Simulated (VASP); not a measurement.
# SrO (Fm-3m) in VASP: notebook

Aim: see how the results for SrO move with the level of theory and the settings. Levels: revPBE+D3(BJ), revPBE+D4. Tasks: single point.

Everything below comes from runs of VASP 6.6.1. Logs are shortened: lines on timing, memory, paths and dates and some standing lists are left out, and cuts for length are marked.

### Step 1. The cell of the first run

Symmetry: Fm-3m, No. 225, cubic system. The conventional cell has a = 5.155 Å, b = 5.155 Å, c = 5.155 Å, α = 90.00°, β = 90.00°, γ = 90.00°. Within 3.4 Å of Sr (site symmetry m-3m) lie 6 O at 2.58 Å. Within 3.4 Å of O (site symmetry m-3m) lie 6 Sr at 2.58 Å.

### Step 2. Single point, revPBE+D3(BJ)

INCAR

```
SYSTEM = SrO
  PREC = Accurate
  ENCUT = 520
  EDIFF = 1E-7
  ISMEAR = -1
  SIGMA = 0.05
  LREAL = .FALSE.
  LASPH = .TRUE.
  NELM = 100
  ALGO = Normal
  ISIF = 2
  LWAVE = .FALSE.
  LCHARG = .FALSE.
  GGA = RE
  IVDW = 12
  NBANDS = 15
```

KPOINTS

```
Automatic mesh
0
G
  9 9 9
  0 0 0
```

POSCAR

```
SrO
1.0
    0.0000000000      2.5772787782      2.5772787782
    2.5772787782      0.0000000000      2.5772787782
    2.5772787782      2.5772787782      0.0000000000
Sr O
1 1
Direct
    0.5000000000      0.5000000000      0.5000000000
    0.0000000000      0.0000000000      0.0000000000
```

Potentials or basis: VASP PAW PBE potentials, release 64 (Sr_sv, O).

Command:

```sh
> cat potpaw_PBE.64/Sr_sv/POTCAR potpaw_PBE.64/O/POTCAR > POTCAR
> mpirun -np 1 vasp_std > vasp.out
```

OUTCAR:

```text
SYSTEM = SrO
   PREC = Accurate
   ENCUT = 520
   EDIFF = 1E-7
   ISMEAR = -1
   LREAL = .FALSE.
   LASPH = .TRUE.
   NELM = 100
   ISIF = 2
   GGA = RE
   IVDW = 12
 IVDW          = 12

 ion  position               nearest neighbor table
   1  0.500  0.500  0.500-   2 2.58   2 2.58   2 2.58   2 2.58   2 2.58   2 2.58
   2  0.000  0.000  0.000-   1 2.58   1 2.58   1 2.58   1 2.58   1 2.58   1 2.58

  LATTYP: Found a face centered cubic cell.
 ALAT       =     5.1545575564

  Lattice vectors:

 A1 = (   0.0000000000,   2.5772787782,   2.5772787782)
 A2 = (   2.5772787782,   0.0000000000,   2.5772787782)
 A3 = (   2.5772787782,   2.5772787782,   0.0000000000)

Analysis of symmetry for initial positions (statically):
=====================================================================
 Subroutine PRICEL returns:
 Original cell was already a primitive cell.

 Routine SETGRP: Setting up the symmetry group for a
 face centered cubic supercell.

 Subroutine GETGRP returns: Found 48 space group operations
[... 9 lines left out ...]

 Routine SETGRP: Setting up the symmetry group for a
 face centered cubic supercell.

 Subroutine GETGRP returns: Found 48 space group operations
[... 11 lines left out ...]
                                     Primitive cell

  volume of cell :      34.2385

  direct lattice vectors                    reciprocal lattice vectors
     0.000000000  2.577278778  2.577278778    -0.194003072  0.194003072  0.194003072
     2.577278778  0.000000000  2.577278778     0.194003072 -0.194003072  0.194003072
     2.577278778  2.577278778  0.000000000     0.194003072  0.194003072 -0.194003072

  length of vectors
     3.644822602  3.644822602  3.644822602     0.336023177  0.336023177  0.336023177

  position of ions in fractional coordinates (direct lattice)
     0.500000000  0.500000000  0.500000000
     0.000000000  0.000000000  0.000000000

  ion indices of the primitive-cell ions
   primitive index   ion index
                 1           1
                 2           2

----------------------------------------------------------------------------------------

 KPOINTS: Automatic mesh

Automatic generation of k-mesh.
 Grid dimensions read from file:
 generate k-points for:    9    9    9

 Generating k-lattice:

  Cartesian coordinates                     Fractional coordinates (reciprocal lattice)
    -0.021555897  0.021555897  0.021555897     0.111111111  0.000000000  0.000000000
     0.021555897 -0.021555897  0.021555897     0.000000000  0.111111111  0.000000000
     0.021555897  0.021555897 -0.021555897     0.000000000  0.000000000  0.111111111

  Length of vectors
     0.037335909  0.037335909  0.037335909

  Shift w.r.t. Gamma in fractional coordinates (k-lattice)
     0.000000000  0.000000000  0.000000000

 Subroutine IBZKPT returns following result:
 ===========================================

 Found     35 irreducible k-points:

 Following reciprocal coordinates:
            Coordinates               Weight
  0.000000  0.000000  0.000000      1.000000
  0.111111  0.000000  0.000000      8.000000
  0.222222  0.000000  0.000000      8.000000
  0.333333  0.000000  0.000000      8.000000
  0.444444  0.000000  0.000000      8.000000
  0.111111  0.111111  0.000000      6.000000
[... 16 lines left out ...]
 -0.333333  0.333333  0.000000     12.000000
  0.444444  0.444444  0.000000      6.000000
 [... further k-points ...]
   k-points           NKPTS =     35   k-points in BZ     NKDIM =     35   number of bands    NBANDS=     15
   number of dos      NEDOS =    301   number of ions     NIONS =      2
   total plane-waves  NPLWV =  21952
   dimension x,y,z NGX =    28 NGY =   28 NGZ =   28
   dimension x,y,z NGXF=    56 NGYF=   56 NGZF=   56
   ions per type =               1   1
   NGX,Y,Z   is equivalent  to a cutoff of  12.77, 12.77, 12.77 a.u.
   NGXF,Y,Z  is equivalent  to a cutoff of  25.54, 25.54, 25.54 a.u.
 SYSTEM =  SrO
   PREC   = accura    normal or accurate (medium, high low for compatibility)
   ISTART =      0    job   : 0-new  1-cont  2-samecut
   ICHARG =      2    charge: 1-file 2-atom 10-const
   ISPIN  =      1    spin polarized calculation?
   LNONCOLLINEAR =      F non collinear calculations
   LSORBIT =      F    spin-orbit coupling
   LASPH  =      T    aspherical Exc in radial PAW
   ENCUT  =  520.0 eV  38.22 Ry    6.18 a.u.   6.78  6.78  6.78*2*pi/ulx,y,z
   NELM   =    100;   NELMIN=  2; NELMDL= -5     # of ELM steps
   EDIFF  = 0.1E-06   stopping-criterion for ELM
   LREAL  =      F    real-space projection
   EDIFFG = 0.1E-05   stopping-criterion for IOM
   NSW    =      0    number of steps for IOM
   IBRION =     -1    ionic relax: 0-MD 1-quasi-New 2-CG
   NFREE  =      0    steps in history (QN), initial steepest desc. (CG)
   ISIF   =      2    stress and relaxation
   ISYM   =      2    0-nonsym 1-usesym 2-fastsym
   POTIM  = 0.5000    time-step for ionic-motion
   TEBEG  =    0.0;   TEEND  =   0.0 temperature during run
   PSTRESS=    0.0 pullay stress
   NELECT =      16.0000    total number of electrons
   NUPDOWN=      -1.0000    fix difference up-down
   EMIN   =  10.00;   EMAX   =-10.00  energy-range for DOS
   EFERMI =   0.00;   METHOD = LEGACY
   ISMEAR =    -1;   SIGMA  =   0.05  broadening in eV -4-tet -1-fermi 0-gaus
   EFERMI_NEDOS =   21; number of points for ismear=-14 and -15
   IALGO  =     38    algorithm
   IMIX   =      4    mixing-type and parameters
     AMIX     =   0.40;   BMIX     =  1.00
     AMIX_MAG =   1.60;   BMIX_MAG =  1.00
  volume/ion in A,a.u.               =      17.12       115.53
  Fermi-wavevector in a.u.,A,eV,Ry     =   1.270409  2.400724 21.958960  1.613938
  Thomas-Fermi vector in A             =   2.403398
   LORBIT       =      0    0 simple, 1 ext, 2 COOP (PROOUT), +10 PAW based schemes
   GGA     = RE    functional components
   LHFCALC =     F    Hartree Fock is set to
   AEXX    =    0.0000 exact exchange contribution
   IVDW    =    12    specifies the selected vdW correction
   LEPSILON=     F    determine dielectric tensor
   LRPA    =     F    only Hartree local field effects (RPA)
 non-spin polarized calculation
  energy-cutoff  :      520.00
  volume of cell :       34.24
 maximum number of plane-waves:       944
   NGX = 13   NGY = 13   NGZ = 13

 number of electron      15.9999997 magnetization

 Free energy of the ion-electron system (eV)
  ---------------------------------------------------
  ext. energy  EPLUGINS =         0.00000000
  ---------------------------------------------------
  free energy    TOTEN  =       -11.43529939 eV

  energy without entropy =      -11.43529939  energy(sigma->0) =      -11.43529939

 E-fermi :   2.7901     XC(G=0):  -9.8047

 val. band max:        1.7621990464   @ k =   0.0000   0.0000   0.0000
 cond. band min:       5.1754354568   @ k =   0.4444   0.4444   0.0000
 fundamental gap:      3.4132364104
 Fermi energy:         2.7900788396

 k-point     1 :       0.0000    0.0000    0.0000
  band No.  band energies     occupation
      1     -30.7255      2.00000
      2     -13.3892      2.00000
      3     -12.3778      2.00000
      4     -12.3778      2.00000
      5     -12.3778      2.00000
      6       1.7622      2.00000
      7       1.7622      2.00000
      8       1.7622      2.00000
      9       5.8257      0.00000
     10       8.0036      0.00000
     11       8.0036      0.00000
     12       8.0036      0.00000
     13      10.1102      0.00000
     14      10.1102      0.00000
     15      14.6009      0.00000

 k-point     2 :       0.1111    0.0000    0.0000
  band No.  band energies     occupation
      1     -30.7103      2.00000
      2     -13.6937      2.00000
      3     -12.3872      2.00000
      4     -12.3872      2.00000
      5     -12.1105      2.00000
      6       1.4047      2.00000
      7       1.6066      2.00000
      8       1.6066      2.00000
      9       6.3787      0.00000
     10       7.8854      0.00000
     11       8.2423      0.00000
     12       8.2423      0.00000
     13      10.4306      0.00000
     14      10.4306      0.00000
     15      15.3813      0.00000

 k-point     3 :       0.2222    0.0000    0.0000
  band No.  band energies     occupation
      1     -30.6715      2.00000
      2     -14.1996      2.00000
      3     -12.4107      2.00000
      4     -12.4107      2.00000
      5     -11.6996      2.00000
      6       0.6952      2.00000
      7       1.2481      2.00000
      8       1.2481      2.00000
      9       7.6158      0.00000
     10       7.8398      0.00000
     11       8.9054      0.00000
     12       8.9054      0.00000
     13      11.2593      0.00000
     14      11.2593      0.00000
     15      17.1137      0.00000

 k-point     4 :       0.3333    0.0000    0.0000
  band No.  band energies     occupation
      1     -30.6269      2.00000
      2     -14.6229      2.00000
      3     -12.4370      2.00000
      4     -12.4370      2.00000
      5     -11.3846      2.00000
      6       0.0550      2.00000
      7       0.8875      2.00000
      8       0.8875      2.00000
      9       7.9977      0.00000
     10       9.0964      0.00000
     11       9.7965      0.00000
     12       9.7965      0.00000
     13      12.3394      0.00000
     14      12.3394      0.00000
     15      17.5974      0.00000
[... 307 lines left out ...]
 k-point    22 :      -0.4444    0.3333    0.0000
  band No.  band energies     occupation
      1     -30.5601      2.00000
      2     -14.1299      2.00000
      3     -13.0635      2.00000
      4     -12.6423      2.00000
      5     -12.0168      2.00000
      6       0.9078      2.00000
      7       1.2128      2.00000
      8       1.2605      2.00000
      9       6.3803      0.00000
     10       9.8050      0.00000
     11      10.5166      0.00000
     12      11.8839      0.00000
     13      12.6178      0.00000
     14      14.8628      0.00000
     15      15.0277      0.00000

 k-point    23 :      -0.3333    0.3333    0.0000
  band No.  band energies     occupation
      1     -30.5636      2.00000
      2     -14.3544      2.00000
      3     -13.0339      2.00000
      4     -12.5726      2.00000
      5     -11.7225      2.00000
      6       0.4667      2.00000
      7       0.9681      2.00000
      8       1.2754      2.00000
      9       7.5019      0.00000
     10       9.0011      0.00000
     11      10.6816      0.00000
     12      11.2808      0.00000
     13      12.9962      0.00000
     14      14.5880      0.00000
     15      16.7345      0.00000

 k-point    24 :       0.4444    0.4444    0.0000
  band No.  band energies     occupation
      1     -30.5603      2.00000
      2     -13.6639      2.00000
      3     -12.9422      2.00000
      4     -12.7177      2.00000
      5     -12.7177      2.00000
      6       1.2141      2.00000
      7       1.6616      2.00000
      8       1.6616      2.00000
      9       5.1754      0.00000
     10       9.4383      0.00000
     11      11.7917      0.00000
     12      12.1840      0.00000
     13      12.5997      0.00000
     14      12.5997      0.00000
     15      15.8470      0.00000

 [... further k-points ...]

------------------------ aborting loop because EDIFF is reached ----------------------------------------

 Edisp (eV)   -0.87616

 E8    (eV) :    -0.6355

  FORCE on cell =-STRESS in cart. coord.  units (eV):
  Direction    XX          YY          ZZ          XY          YZ          ZX
  --------------------------------------------------------------------------------------
  -------------------------------------------------------------------------------------
  Total       0.12938     0.12938     0.12938    -0.00000     0.00000    -0.00000
  in kB       6.05429     6.05429     6.05429    -0.00000     0.00000    -0.00000
  external pressure =        6.05 kB  Pullay stress =        0.00 kB

 VOLUME and BASIS-vectors are now :
 -----------------------------------------------------------------------------
  energy-cutoff  :      520.00
  volume of cell :       34.24
      direct lattice vectors                 reciprocal lattice vectors
     0.000000000  2.577278778  2.577278778    -0.194003072  0.194003072  0.194003072
     2.577278778  0.000000000  2.577278778     0.194003072 -0.194003072  0.194003072
     2.577278778  2.577278778  0.000000000     0.194003072  0.194003072 -0.194003072

 POSITION                                       TOTAL-FORCE (eV/Angst)
 -----------------------------------------------------------------------------------
      2.57728      2.57728      2.57728        -0.000000     -0.000000     -0.000000
      0.00000      0.00000      0.00000         0.000000      0.000000      0.000000
 -----------------------------------------------------------------------------------
    total drift:                                0.000000      0.000000      0.000000

  FREE ENERGIE OF THE ION-ELECTRON SYSTEM (eV)
  ---------------------------------------------------
  free  energy   TOTEN  =       -12.3114624397 eV

  energy  without entropy=      -12.3114624397  energy(sigma->0) =      -12.31146244
```

Wall time 11 s (1 thread of AMD EPYC 9R45 (Zen 5), shared host); peak memory 0.14 GiB.

What came out:

```yaml
Free_energy: -12.3115 eV
Pressure: 0.6 GPa
Band_gap_on_the_k_mesh: 3.41 eV, indirect (least direct gap 3.51 eV)
Dispersion_energy_per_atom: -0.438 eV
```

Caveat: the PAW data sets were made with another functional, which shifts forces and pressure a little. A hybrid or GW would open this gap; revPBE tends to underestimate it.

### Step 3. Single point, revPBE+D4

This run uses another cell than the first one, of 17.40 Å³/atom, 1.016 times its volume.

INCAR

```
PREC = Accurate
ENCUT = 520
EDIFF = 1E-6
ISMEAR = -1
SIGMA = 0.05
LREAL = F
LASPH = T
NELM = 80
ALGO = Normal
ISIF = 2
LWAVE = F
LCHARG = F
GGA = RE
IVDW = 13
NBANDS = 15
```

KPOINTS

```
regular mesh
0
Gamma
  9 9 9
```

POSCAR

```
SrO
1.0
    0.0000000000      2.5913338505      2.5913338505
    2.5913338505      0.0000000000      2.5913338505
    2.5913338505      2.5913338505      0.0000000000
Sr O
1 1
Direct
    0.5000000000      0.5000000000      0.5000000000
    0.0000000000      0.0000000000      0.0000000000
```

Potentials or basis: VASP PAW PBE potentials, release 64 (Sr_sv, O).

Command:

```sh
> cat potpaw_PBE.64/Sr_sv/POTCAR potpaw_PBE.64/O/POTCAR > POTCAR
> mpirun -np 1 vasp_std > vasp.out
```

OUTCAR:

```text
PREC = Accurate
   ENCUT = 520
   EDIFF = 1E-6
   ISMEAR = -1
   LREAL = F
   LASPH = T
   NELM = 80
   ISIF = 2
   GGA = RE
   IVDW = 13

 ion  position               nearest neighbor table
   1  0.500  0.500  0.500-   2 2.59   2 2.59   2 2.59   2 2.59   2 2.59   2 2.59
   2  0.000  0.000  0.000-   1 2.59   1 2.59   1 2.59   1 2.59   1 2.59   1 2.59

  LATTYP: Found a face centered cubic cell.
 ALAT       =     5.1826677010

  Lattice vectors:

 A1 = (   0.0000000000,   2.5913338505,   2.5913338505)
 A2 = (   2.5913338505,   0.0000000000,   2.5913338505)
[... 617 lines left out ...]

  DFT-D4 for vdW energy calculation

  Edisp (eV):   -0.53179

  FORCE on cell =-STRESS in cart. coord.  units (eV):
  Direction    XX          YY          ZZ          XY          YZ          ZX
  --------------------------------------------------------------------------------------
  -------------------------------------------------------------------------------------
  Total       0.11653     0.11653     0.11653    -0.00000     0.00000     0.00000
  in kB       5.36451     5.36451     5.36451    -0.00000     0.00000     0.00000
  external pressure =        5.36 kB  Pullay stress =        0.00 kB

 VOLUME and BASIS-vectors are now :
 -----------------------------------------------------------------------------
  energy-cutoff  :      520.00
  volume of cell :       34.80
      direct lattice vectors                 reciprocal lattice vectors
     0.000000000  2.591333850  2.591333850    -0.192950823  0.192950823  0.192950823
     2.591333850  0.000000000  2.591333850     0.192950823 -0.192950823  0.192950823
     2.591333850  2.591333850  0.000000000     0.192950823  0.192950823 -0.192950823

 POSITION                                       TOTAL-FORCE (eV/Angst)
 -----------------------------------------------------------------------------------
      2.59133      2.59133      2.59133         0.000000     -0.000000     -0.000000
      0.00000      0.00000      0.00000        -0.000000      0.000000      0.000000
 -----------------------------------------------------------------------------------
    total drift:                                0.000000      0.000000      0.000000

  FREE ENERGIE OF THE ION-ELECTRON SYSTEM (eV)
  ---------------------------------------------------
  free  energy   TOTEN  =       -11.9818704491 eV

  energy  without entropy=      -11.9818704491  energy(sigma->0) =      -11.98187045
```

OSZICAR:

```text
N       E                     dE             d eps       ncg     rms          rms(c)
DAV:   1     0.574487050598E+02    0.57449E+02   -0.77763E+03  1050   0.100E+03
DAV:   2    -0.103713756897E+02   -0.67820E+02   -0.63030E+02  1467   0.206E+02
DAV:   3    -0.135598415823E+02   -0.31885E+01   -0.31777E+01  1472   0.385E+01
DAV:   4    -0.136224919585E+02   -0.62650E-01   -0.62641E-01  1363   0.423E+00
DAV:   5    -0.136228284314E+02   -0.33647E-03   -0.33647E-03  1340   0.282E-01    0.155E+01
DAV:   6    -0.115633910818E+02    0.20594E+01   -0.67418E+00  1085   0.193E+01    0.180E+01
DAV:   7    -0.114388116705E+02    0.12458E+00   -0.28942E-01  1239   0.486E+00    0.104E+01
DAV:   8    -0.114468389444E+02   -0.80273E-02   -0.12722E-01  1316   0.364E+00    0.410E-01
DAV:   9    -0.114487155155E+02   -0.18766E-02   -0.55437E-03  1273   0.524E-01    0.255E-01
DAV:  10    -0.114498719675E+02   -0.11565E-02   -0.10641E-03  1113   0.268E-01    0.824E-02
DAV:  11    -0.114500316070E+02   -0.15964E-03   -0.17177E-04  1225   0.103E-01    0.314E-02
DAV:  12    -0.114500763009E+02   -0.44694E-04   -0.86330E-05  1099   0.642E-02    0.158E-02
DAV:  13    -0.114500759567E+02    0.34419E-06   -0.15155E-06  1137   0.103E-02
   1 F= -.11981870E+02 E0= -.11981870E+02  d E =-.345094E-10
```

Wall time 11 s (1 thread of AMD EPYC 9R45 (Zen 5), shared host); peak memory 0.14 GiB.

What came out:

```
Free energy                : -11.9819 eV
Pressure                   : 0.5 GPa
Band gap on the k mesh     : 3.42 eV, indirect (least direct gap 3.53 eV)
Dispersion energy per atom : -0.266 eV
```

Levels at points of the mesh, in eV from the valence-band top:
```
           k point  band 4  band 5  band 6  band 7  band 8  band 9  band 10  band 11  band 12  band 13
(0.00, 0.00, 0.00)  -14.22  -14.22    0.00    0.00    0.00    3.95     6.20     6.20     6.20     8.28
```

Caveat: the PAW data sets were made with another functional, which shifts forces and pressure a little.
